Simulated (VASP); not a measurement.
Set up this calculation in VASP 6.6.1, as the native input.

- Task: single point
- Functional: LDA
- Potentials or basis: VASP PAW LDA potentials, release 64 (Sr_sv, Ge_d, Se)
- Cutoff: 520 eV
- k mesh: 8 × 8 × 6
- Occupations: gaussian, width 0.1121 eV
- Spin: no spin polarisation
- Dipole correction: no
- Further INCAR settings: ALGO = Normal; EDIFF = 1e-06; NBANDS = 33; ISYM = 0

The structure of SrGe2Se2 lies in POSCAR:

```
SrGe2Se2
1.0
    0.0000000000      4.5492940000      0.0000000000
    4.5492940000      0.0000000000      0.0000000000
    2.2746470000      2.2746470000     -5.8013480000
Sr Ge Se
1 2 2
Direct
    0.0000000000      0.0000000000      0.0000000000
    0.3910000000      0.3910000000      0.2180000000
    0.6090000000      0.6090000000      0.7820000000
    0.7500000000      0.2500000000      0.5000000000
    0.2500000000      0.7500000000      0.5000000000
```

The input as run:

INCAR

```
SYSTEM = SrGe2Se2
  PREC = Accurate
  ENCUT = 520
  EDIFF = 1E-6
  ISMEAR = 0
  SIGMA = 0.1121
  LREAL = .FALSE.
  LASPH = .TRUE.
  NELM = 100
  ALGO = Normal
  ISIF = 2
  LWAVE = .FALSE.
  LCHARG = .FALSE.
  NBANDS = 33
  ISYM = 0
  LUSENCCL = .FALSE.
```

KPOINTS

```
regular mesh
0
G
  8 8 6
  0 0 0
```

Potentials or basis: VASP PAW LDA potentials, release 64 (Sr_sv, Ge_d, Se).

The run is started by

```bash
$ cat potpaw_LDA.64/Sr_sv/POTCAR potpaw_LDA.64/Ge_d/POTCAR potpaw_LDA.64/Se/POTCAR > POTCAR
$ mpirun -np 1 vasp_std > vasp.out
```

It gave:

```
Pressure               : -0.5 GPa
Largest force          : 0.517 eV/Å
Band gap on the k mesh : zero (band 25 reaches 5.29 eV, above the bottom of band 26 at 4.54 eV)
```

Wall time 5.4 min on 1 × NVIDIA H100 80GB with 1 thread of Intel(R) Xeon(R) Platinum 8481C CPU @ 2.70GHz (Sapphire Rapids), on a shared host, peak memory 1.8 GiB.
